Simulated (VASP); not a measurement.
Wanted: the native input for a VASP 6.6.1 run.

| Item | Value |
| --- | --- |
| Task | single point |
| Functional | r2SCAN |
| Potentials or basis | VASP PAW PBE potentials, release 64 (Pb_d) |
| Cutoff | 520 eV |
| k mesh | 7 × 7 × 7 |
| Occupations | fermi-dirac, width 0.1 eV |
| Spin | no spin polarisation |
| Dipole correction | no |
| Further INCAR settings | ALGO = Normal; EDIFF = 1e-06; NBANDS = 13 |

Crystal: Pb.

```
Pb
1.0
     0.00000    2.49464    2.49464
     2.49464    0.00000    2.49464
     2.49464    2.49464    0.00000
Pb
1
Direct
  0.00000 0.00000 0.00000
```

These files were run (other wordings do the same):

POSCAR

```
Pb
1.0
    0.0000000000      2.4946408835      2.4946408835
    2.4946408835      0.0000000000      2.4946408835
    2.4946408835      2.4946408835      0.0000000000
Pb
1
Direct
    0.0000000000      0.0000000000      0.0000000000
```

INCAR.step1

```
SYSTEM = Pb
ALGO = Normal
EDIFF = 1E-4
ENCUT = 520
GGA = PE
ISMEAR = -1
LASPH = .TRUE.
LCHARG = .FALSE.
LREAL = .FALSE.
LWAVE = .TRUE.
NBANDS = 13
NELM = 80
PREC = Accurate
SIGMA = 0.1
```

INCAR.step2

```
SYSTEM = Pb
ALGO = Normal
EDIFF = 1E-6
ENCUT = 520
ISIF = 2
ISMEAR = -1
ISTART = 1
LASPH = .TRUE.
LCHARG = .TRUE.
LELF = .TRUE.
LMIXTAU = .TRUE.
LREAL = .FALSE.
LVHAR = .TRUE.
LWAVE = .FALSE.
METAGGA = R2SCAN
NBANDS = 13
NELM = 80
PREC = Accurate
SIGMA = 0.1
```

KPOINTS

```
k-points
0
G
  7 7 7
  0 0 0
```

Potentials or basis: VASP PAW PBE potentials, release 64 (Pb_d).

Run with:

```bash
$ cat potpaw_PBE.64/Pb_d/POTCAR > POTCAR
$ cp INCAR.step1 INCAR
$ mpirun -np 1 vasp_std > vasp.out
$ cp INCAR.step2 INCAR
$ mpirun -np 1 vasp_std > vasp.out
```

It gave:

```yaml
Pressure: 0.6 GPa
Band_gap_on_the_k_mesh: zero (band 7 reaches 14.50 eV, above the bottom of band 8 at 5.52 eV)
```

Caveat: the PAW data sets were made with another functional, which shifts forces and pressure a little; spin-orbit coupling is left out, which moves the levels of the heavy elements.

It took 32 s on 1 thread of Intel(R) Xeon(R) Platinum 8488C (Sapphire Rapids), with other jobs on the host, peak memory 0.16 GiB.
